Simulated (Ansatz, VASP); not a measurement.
# H: VASP beside Ansatz

```
CELL_PARAMETERS angstrom
2.64964 0.00000 0.00000
0.00000 2.64964 0.00000
0.00000 0.00000 0.98049
ATOMIC_POSITIONS crystal
H 0.00000 0.00000 0.50000
```

Alike in both runs: task single point; functional PBE; k mesh 8 × 8 × 22; occupations gaussian, width 0.1 eV; no spin polarisation.

```csv
,VASP,Ansatz
version,VASP 6.6.1,Ansatz 0.2.0
potentials or method,"VASP PAW PBE potentials, release 64 (H), cutoff 520 eV","scalar-relativistic, plane waves, PAW"
valence electrons in the cell,1,1
```

VASP gave:

- pressure (GPa): 1.5
- traceless stress, the component that is largest in VASP (GPa): -1.75

Question: Estimate Ansatz's values.

Answer: Pressure (GPa): 1.7; traceless stress, the component that is largest in VASP (GPa): -1.78.

With one functional, cell and mesh, what is left measures potentials, basis and numerics.
